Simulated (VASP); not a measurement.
# KMgF3 (Pm-3m) in VASP: settings compared

The runs below take KMgF3 through single point, with HSE06, PBE.

Everything below comes from runs of VASP 6.6.1. Logs are shortened: lines on timing, memory, paths and dates and some standing lists are left out, and cuts for length are marked.

## Step 1: The cell of the first run

It takes space group Pm-3m (No. 221, cubic). The conventional cell has a = 3.980 Å, b = 3.980 Å, c = 3.980 Å, α = 90.00°, β = 90.00°, γ = 90.00°. Within 3.7 Å of K (site symmetry m-3m) lie 12 F at 2.81 Å and 8 Mg at 3.45 Å. Within 2.6 Å of Mg (site symmetry m-3m) lie 6 F at 1.99 Å. Within 2.6 Å of F (site symmetry 4/mmm) lie 2 Mg at 1.99 Å.

## Step 2: Single point, HSE06

File POSCAR:

```
KMgF3
1.0
    3.9802355751      0.0000000000      0.0000000000
    0.0000000000      3.9802355751      0.0000000000
    0.0000000000      0.0000000000      3.9802355751
K Mg F
1 1 3
Direct
    0.5000000000      0.5000000000      0.5000000000
    0.0000000000      0.0000000000      0.0000000000
    0.5000000000      0.0000000000      0.0000000000
    0.0000000000      0.5000000000      0.0000000000
    0.0000000000      0.0000000000      0.5000000000
```

File INCAR.step1:

```
PREC = Accurate
ENCUT = 520
EDIFF = 1E-5
ISMEAR = 0
SIGMA = 0.01
LREAL = F
LASPH = T
NELM = 120
ALGO = Normal
ISIF = 2
LWAVE = T
LCHARG = F
GGA = PE
NBANDS = 24
GGA_COMPAT = F
```

File INCAR.step2:

```
PREC = Accurate
ENCUT = 520
EDIFF = 1E-6
ISMEAR = 0
SIGMA = 0.01
LREAL = F
LASPH = T
NELM = 120
ALGO = Normal
ISIF = 2
LWAVE = F
LCHARG = F
GGA = PE
LHFCALC = T
HFSCREEN = 0.2079
PRECFOCK = Normal
ISTART = 1
NBANDS = 24
GGA_COMPAT = F
```

File KPOINTS:

```
Automatic mesh
0
Gamma
  4 4 4
```

Potentials or basis: VASP PAW PBE potentials, release 64 (K_sv, Mg, F).

Run with:

```console
$ cat potpaw_PBE.64/K_sv/POTCAR potpaw_PBE.64/Mg/POTCAR potpaw_PBE.64/F/POTCAR > POTCAR
$ cp INCAR.step1 INCAR
$ mpirun -np 1 vasp_std > vasp.out
$ cp INCAR.step2 INCAR
$ mpirun -np 1 vasp_std > vasp.out
```

OUTCAR:

```text
PREC = Accurate
   ENCUT = 520
   EDIFF = 1E-6
   ISMEAR = 0
   LREAL = F
   LASPH = T
   NELM = 120
   ISIF = 2
   GGA = PE
   LHFCALC = T
   HFSCREEN = 0.2079
   PRECFOCK = Normal
   ISTART = 1

 ion  position               nearest neighbor table
   1  0.500  0.500  0.500-   3 2.81   4 2.81   5 2.81   3 2.81   4 2.81   3 2.81   5 2.81   3 2.81
                             4 2.81   5 2.81   4 2.81   5 2.81   2 3.45   2 3.45   2 3.45   2 3.45
   2  0.000  0.000  0.000-   3 1.99   4 1.99   5 1.99   5 1.99   4 1.99   3 1.99   1 3.45   1 3.45
                             1 3.45   1 3.45   1 3.45   1 3.45   1 3.45   1 3.45
   3  0.500  0.000  0.000-   2 1.99   2 1.99   1 2.81   1 2.81   1 2.81   1 2.81
   4  0.000  0.500  0.000-   2 1.99   2 1.99   1 2.81   1 2.81   1 2.81   1 2.81
   5  0.000  0.000  0.500-   2 1.99   2 1.99   1 2.81   1 2.81   1 2.81   1 2.81

  LATTYP: Found a simple cubic cell.
 ALAT       =     3.9802355751

  Lattice vectors:

 A1 = (   3.9802355751,   0.0000000000,   0.0000000000)
 A2 = (   0.0000000000,   3.9802355751,   0.0000000000)
 A3 = (   0.0000000000,   0.0000000000,   3.9802355751)

Analysis of symmetry for initial positions (statically):
=====================================================================
 Subroutine PRICEL returns:
 Original cell was already a primitive cell.

 Routine SETGRP: Setting up the symmetry group for a
 simple cubic supercell.

 Subroutine GETGRP returns: Found 48 space group operations
 (whereof 48 operations were pure point group operations)
 out of a pool of 48 trial point group operations.

The static configuration has the point symmetry O_h .

Analysis of symmetry for dynamics (positions and initial velocities):
=====================================================================
 Subroutine PRICEL returns:
 Original cell was already a primitive cell.

 Routine SETGRP: Setting up the symmetry group for a
 simple cubic supercell.

 Subroutine GETGRP returns: Found 48 space group operations
 (whereof 48 operations were pure point group operations)
 out of a pool of 48 trial point group operations.

The dynamic configuration has the point symmetry O_h .

 Subroutine INISYM returns: Found 48 space group operations
 (whereof 48 operations are pure point group operations),
 and found     1 'primitive' translations

----------------------------------------------------------------------------------------

                                     Primitive cell

  volume of cell :      63.0560

  direct lattice vectors                    reciprocal lattice vectors
     3.980235575  0.000000000  0.000000000     0.251241410  0.000000000  0.000000000
     0.000000000  3.980235575  0.000000000     0.000000000  0.251241410  0.000000000
     0.000000000  0.000000000  3.980235575     0.000000000  0.000000000  0.251241410

  length of vectors
     3.980235575  3.980235575  3.980235575     0.251241410  0.251241410  0.251241410

  position of ions in fractional coordinates (direct lattice)
     0.500000000  0.500000000  0.500000000
     0.000000000  0.000000000  0.000000000
     0.500000000  0.000000000  0.000000000
     0.000000000  0.500000000  0.000000000
     0.000000000  0.000000000  0.500000000

  ion indices of the primitive-cell ions
   primitive index   ion index
                 1           1
                 2           2
                 3           3
                 4           4
                 5           5

----------------------------------------------------------------------------------------

 KPOINTS: Automatic mesh

Automatic generation of k-mesh.
 Grid dimensions read from file:
 generate k-points for:    4    4    4

 Generating k-lattice:

  Cartesian coordinates                     Fractional coordinates (reciprocal lattice)
     0.062810353  0.000000000  0.000000000     0.250000000  0.000000000  0.000000000
     0.000000000  0.062810353  0.000000000     0.000000000  0.250000000  0.000000000
     0.000000000  0.000000000  0.062810353     0.000000000  0.000000000  0.250000000

  Length of vectors
     0.062810353  0.062810353  0.062810353

  Shift w.r.t. Gamma in fractional coordinates (k-lattice)
     0.000000000  0.000000000  0.000000000

 Subroutine IBZKPT returns following result:
 ===========================================

 Found     10 irreducible k-points:

 Following reciprocal coordinates:
            Coordinates               Weight
  0.000000  0.000000  0.000000      1.000000
  0.250000  0.000000  0.000000      6.000000
  0.500000  0.000000  0.000000      3.000000
  0.250000  0.250000  0.000000     12.000000
  0.500000  0.250000  0.000000     12.000000
  0.500000  0.500000  0.000000      3.000000
  0.250000  0.250000  0.250000      8.000000
  0.500000  0.250000  0.250000     12.000000
  0.500000  0.500000  0.250000      6.000000
  0.500000  0.500000  0.500000      1.000000
   k-points           NKPTS =     10   k-points in BZ     NKDIM =     64   number of bands    NBANDS=     24
   number of dos      NEDOS =    301   number of ions     NIONS =      5
   total plane-waves  NPLWV =  27000
   dimension x,y,z NGX =    30 NGY =   30 NGZ =   30
   dimension x,y,z NGXF=    60 NGYF=   60 NGZF=   60
   ions per type =               1   1   3
   NGX,Y,Z   is equivalent  to a cutoff of  12.53, 12.53, 12.53 a.u.
   NGXF,Y,Z  is equivalent  to a cutoff of  25.06, 25.06, 25.06 a.u.
 SYSTEM =  unknown system
   PREC   = accura    normal or accurate (medium, high low for compatibility)
   ISTART =      1    job   : 0-new  1-cont  2-samecut
   ICHARG =      0    charge: 1-file 2-atom 10-const
   ISPIN  =      1    spin polarized calculation?
   LNONCOLLINEAR =      F non collinear calculations
   LSORBIT =      F    spin-orbit coupling
   LASPH  =      T    aspherical Exc in radial PAW
   ENCUT  =  520.0 eV  38.22 Ry    6.18 a.u.   7.40  7.40  7.40*2*pi/ulx,y,z
   NELM   =    120;   NELMIN=  2; NELMDL=  0     # of ELM steps
   EDIFF  = 0.1E-05   stopping-criterion for ELM
   LREAL  =      F    real-space projection
   EDIFFG = 0.1E-04   stopping-criterion for IOM
   NSW    =      0    number of steps for IOM
   IBRION =     -1    ionic relax: 0-MD 1-quasi-New 2-CG
   NFREE  =      0    steps in history (QN), initial steepest desc. (CG)
   ISIF   =      2    stress and relaxation
   ISYM   =      3    0-nonsym 1-usesym 2-fastsym
   POTIM  = 0.5000    time-step for ionic-motion
   TEBEG  =    0.0;   TEEND  =   0.0 temperature during run
   PSTRESS=    0.0 pullay stress
   NELECT =      32.0000    total number of electrons
   NUPDOWN=      -1.0000    fix difference up-down
   EMIN   =  10.00;   EMAX   =-10.00  energy-range for DOS
   EFERMI =   0.00;   METHOD = LEGACY
   ISMEAR =     0;   SIGMA  =   0.01  broadening in eV -4-tet -1-fermi 0-gaus
   EFERMI_NEDOS =   21; number of points for ismear=-14 and -15
   IALGO  =     38    algorithm
   IMIX   =      1    mixing-type and parameters
     AMIX     =   0.40;   BMIX     =  1.00
     AMIX_MAG =   1.60;   BMIX_MAG =  1.00
  volume/ion in A,a.u.               =      12.61        85.10
  Fermi-wavevector in a.u.,A,eV,Ry     =   1.305818  2.467639 23.200126  1.705161
  Thomas-Fermi vector in A             =   2.436662
   LORBIT       =      0    0 simple, 1 ext, 2 COOP (PROOUT), +10 PAW based schemes
   GGA     = PE    functional components
   LHFCALC =     T    Hartree Fock is set to
   PRECFOCK=normal    Normal, Fast or Accurate (Low or Medium for compatibility)
   ENCUT4O =  -1.0   cutoff for four orbital integrals eV
   NKREDX  =     1    reduce k-point grid by
   NKREDY  =     1    reduce k-point grid by
   NKREDZ  =     1    reduce k-point grid by
   AEXX    =    0.2500 exact exchange contribution
   HFSCREEN=    0.2079 screening length (either q_TF or 0.3 A-1)
   HFSCREENC=   0.2079 screening length for correlation (either q_TF or 0.3 A-1)
   ENCUTFOCK=  -1.0 apply spherical cutoff to Coloumb kernel
   IVDW    =     0    specifies the selected vdW correction
   LEPSILON=     F    determine dielectric tensor
   LRPA    =     F    only Hartree local field effects (RPA)
 non-spin polarized calculation
 Gauss-broadening in eV      SIGMA  =   0.01
  energy-cutoff  :      520.00
  volume of cell :       63.06
 maximum number of plane-waves:      1743
 NGX is ok and might be reduce to    30
  NGX = 24; NGY = 24; NGZ = 24

 number of electron      31.9999959 magnetization

 Free energy of the ion-electron system (eV)
  ---------------------------------------------------
  ext. energy  EPLUGINS =         0.00000000
  ---------------------------------------------------
  free energy    TOTEN  =       -29.53896704 eV

  energy without entropy =      -29.53896704  energy(sigma->0) =      -29.53896704

 E-fermi :  -3.1962     XC(G=0):  -7.9678

 val. band max:       -3.2856817020   @ k =   0.5000   0.5000   0.5000
 cond. band min:       6.2815061957   @ k =   0.0000   0.0000   0.0000
 fundamental gap:      9.5671878977
 Fermi energy:        -3.1961554003

 k-point     1 :       0.0000    0.0000    0.0000
  band No.  band energies     occupation
      1     -30.3553      2.00000
      2     -24.9818      2.00000
      3     -24.3032      2.00000
      4     -24.3032      2.00000
      5     -12.5042      2.00000
      6     -12.5042      2.00000
[... 16 lines left out ...]
     23      13.1862      0.00000
     24      16.3433      0.00000

 k-point     2 :       0.2500    0.0000    0.0000
  band No.  band energies     occupation
      1     -30.3392      2.00000
      2     -24.9155      2.00000
      3     -24.3841      2.00000
      4     -24.2983      2.00000
      5     -12.4882      2.00000
      6     -12.4716      2.00000
[... 16 lines left out ...]
     23      13.2009      0.00000
     24      16.0022      0.00000
[... 187 lines left out ...]
     23      13.6122      0.00000
     24      13.6551      0.00000

 k-point    10 :       0.5000    0.5000    0.5000
  band No.  band energies     occupation
      1     -30.2862      2.00000
      2     -24.4944      2.00000
      3     -24.4944      2.00000
      4     -24.4944      2.00000
      5     -12.7037      2.00000
      6     -12.7037      2.00000
[... 16 lines left out ...]
     23      14.3770      0.00000
     24      14.3770      0.00000

------------------------ aborting loop because EDIFF is reached ----------------------------------------

  FORCE on cell =-STRESS in cart. coord.  units (eV):
  Direction    XX          YY          ZZ          XY          YZ          ZX
  --------------------------------------------------------------------------------------
  -------------------------------------------------------------------------------------
  Total        0.5137768      0.5137768      0.5137768      0.0000000     -0.0000000      0.0000000
  in kB       13.0544553     13.0544553     13.0544553      0.0000000     -0.0000000      0.0000000
  external PRESSURE =      13.0544553 kB  Pullay stress =       0.0000000 kB

 VOLUME and BASIS-vectors are now :
 -----------------------------------------------------------------------------
  energy-cutoff  :      520.00
  volume of cell :       63.06
      direct lattice vectors                 reciprocal lattice vectors
     3.980235575  0.000000000  0.000000000     0.251241410  0.000000000  0.000000000
     0.000000000  3.980235575  0.000000000     0.000000000  0.251241410  0.000000000
     0.000000000  0.000000000  3.980235575     0.000000000  0.000000000  0.251241410

 POSITION                                       TOTAL-FORCE (eV/Angst)
 -----------------------------------------------------------------------------------
      1.99012      1.99012      1.99012         0.000000      0.000000      0.000000
      0.00000      0.00000      0.00000         0.000000      0.000000      0.000000
      1.99012      0.00000      0.00000         0.000000      0.000000      0.000000
      0.00000      1.99012      0.00000         0.000000      0.000000      0.000000
      0.00000      0.00000      1.99012         0.000000      0.000000      0.000000
 -----------------------------------------------------------------------------------
    total drift:                                0.000000      0.000000      0.000000

  FREE ENERGIE OF THE ION-ELECTRON SYSTEM (eV)
  ---------------------------------------------------
  free  energy   TOTEN  =       -29.5389670406 eV

  energy  without entropy=      -29.5389670406  energy(sigma->0) =      -29.53896704
```

It took 17 min on 1 thread of Intel Xeon Platinum 8488C (Sapphire Rapids), shared host; peak memory 0.3 GiB.

Results:

```
Free energy            : -29.5390 eV
Pressure               : 1.3 GPa
Band gap on the k mesh : 9.57 eV (least direct gap 9.87 eV)
```

Levels at points of the mesh, in eV from the valence-band top:
```
           k point  band 13  band 14  band 15  band 16  band 17  band 18  band 19  band 20
(0.00, 0.00, 0.00)    -0.67    -0.30    -0.30    -0.30     9.57    12.41    12.41    14.75
(0.50, 0.00, 0.00)    -0.90    -0.90    -0.53    -0.53    12.45    12.86    13.52    15.43
(0.50, 0.50, 0.00)    -1.08    -0.92    -0.92    -0.02    13.42    14.15    15.06    15.06
(0.50, 0.50, 0.50)    -1.10     0.00     0.00     0.00    12.86    12.86    12.86    16.37
```

Caveat: the PAW data sets were made with another functional, which shifts forces and pressure a little.

## Step 3: Single point, PBE

File INCAR:

```
PREC = Accurate
ENCUT = 600
EDIFF = 1E-6
ISMEAR = -1
SIGMA = 0.02
LREAL = False
LASPH = True
NELM = 120
ALGO = Normal
ISIF = 2
LWAVE = False
LCHARG = False
GGA = PE
NBANDS = 24
GGA_COMPAT = False
```

File KPOINTS:

```
Automatic mesh
0
Gamma
  6 6 6
```

POSCAR is that of step 2.

Potentials or basis: VASP PAW PBE potentials, release 64 (K_sv, Mg, F).

Run with:

```console
$ cat potpaw_PBE.64/K_sv/POTCAR potpaw_PBE.64/Mg/POTCAR potpaw_PBE.64/F/POTCAR > POTCAR
$ mpirun -np 1 vasp_std > vasp.out
```

It took 33 s on 1 thread of Intel Xeon Platinum 8488C (Sapphire Rapids), shared host; peak memory 0.19 GiB.

Results (log left out):

- Free energy: -24.4159 eV
- Pressure: 3.6 GPa
- Band gap on the k mesh: 7.34 eV (least direct gap 7.66 eV)

Levels at points of the mesh, in eV from the valence-band top:
| k point | band 13 | band 14 | band 15 | band 16 | band 17 | band 18 | band 19 | band 20 |
| --- | --- | --- | --- | --- | --- | --- | --- | --- |
| (0.00, 0.00, 0.00) | -0.63 | -0.32 | -0.32 | -0.32 | 7.34 | 10.09 | 10.09 | 12.25 |
| (0.50, 0.00, 0.00) | -0.86 | -0.86 | -0.53 | -0.53 | 10.15 | 10.49 | 11.13 | 12.84 |
| (0.50, 0.50, 0.00) | -1.05 | -0.90 | -0.90 | -0.02 | 10.94 | 11.72 | 12.67 | 12.67 |
| (0.50, 0.50, 0.50) | -1.12 | 0.00 | 0.00 | 0.00 | 10.46 | 10.46 | 10.46 | 14.04 |

Caveat: the cell stands under pressure. A k mesh can miss the band edges.

## Step 4: Single point, PBE (strain +4.7%)

INCAR is that of step 3.

File KPOINTS:

```
regular mesh
0
Gamma
  6 6 6
```

Edit POSCAR of step 3 so:

```diff
@@ -2,5 +2,5 @@
 1.0
-    3.9802355751      0.0000000000      0.0000000000
-    0.0000000000      3.9802355751      0.0000000000
-    0.0000000000      0.0000000000      3.9802355751
+    4.1688987413      0.0000000000      0.0000000000
+    0.0000000000      4.1688987413      0.0000000000
+    0.0000000000      0.0000000000      4.1688987413
 K Mg F
```

Run with:

```console
$ cat potpaw_PBE.64/K_sv/POTCAR potpaw_PBE.64/Mg/POTCAR potpaw_PBE.64/F/POTCAR > POTCAR
$ mpirun -np 1 vasp_std > vasp.out
```

It took 48 s on 1 thread of Intel Xeon Platinum 8488C (Sapphire Rapids), shared host; peak memory 0.22 GiB.

It converged, with:

```yaml
Free_energy: -24.3621 eV
Pressure: -5.1 GPa
Band_gap_on_the_k_mesh: 6.36 eV (least direct gap 6.67 eV)
```

Levels at points of the mesh, in eV from the valence-band top:
| k point | band 12 | band 13 | band 14 | band 15 | band 16 | band 17 | band 18 | band 19 | band 20 | band 21 |
| --- | --- | --- | --- | --- | --- | --- | --- | --- | --- | --- |
| (0.00, 0.00, 0.00) | -0.51 | -0.51 | -0.31 | -0.31 | -0.31 | 6.36 | 9.88 | 9.88 | 11.88 | 11.88 |
| (0.50, 0.00, 0.00) | -0.72 | -0.72 | -0.69 | -0.45 | -0.45 | 9.14 | 9.28 | 10.76 | 12.17 | 12.17 |
| (0.50, 0.50, 0.00) | -0.83 | -0.83 | -0.78 | -0.78 | -0.02 | 10.07 | 11.00 | 11.42 | 11.42 | 12.25 |
| (0.50, 0.50, 0.50) | -1.01 | -1.01 | 0.00 | 0.00 | 0.00 | 9.91 | 9.91 | 9.91 | 12.88 | 13.37 |

Caveat: the cell differs from its parent crystal (strain +4.7%); the cell stands under tension.

## Step 5: Overview

```csv
level,cell,k mesh,cutoff (eV),smearing,grid for exact exchange (PRECFOCK),share of exact exchange,screening parameter,gap on the mesh (eV),pressure (GPa)
HSE06,"a = 3.980 Å, 5 atoms",4 × 4 × 4,520,gaussian 0.01 eV,Normal,0.25,0.2079 1/Å,9.57,1.3
PBE,"a = 3.980 Å, 5 atoms",6 × 6 × 6,600,fermi-dirac 0.02 eV,-,-,-,7.34,3.6
PBE,"a = 4.169 Å, 5 atoms",6 × 6 × 6,600,fermi-dirac 0.02 eV,-,-,-,6.36,-5.1
```

Alike in all rows: task single point; potentials or basis VASP PAW PBE potentials, release 64 (K_sv, Mg, F); no spin polarisation.

Caveats: the PAW data sets were made with another functional, which shifts forces and pressure a little (at least some runs); the cell stands under pressure (at least some runs); the cell stands under tension (at least some runs).

Absolute energies hang on the potentials; compare differences alone.
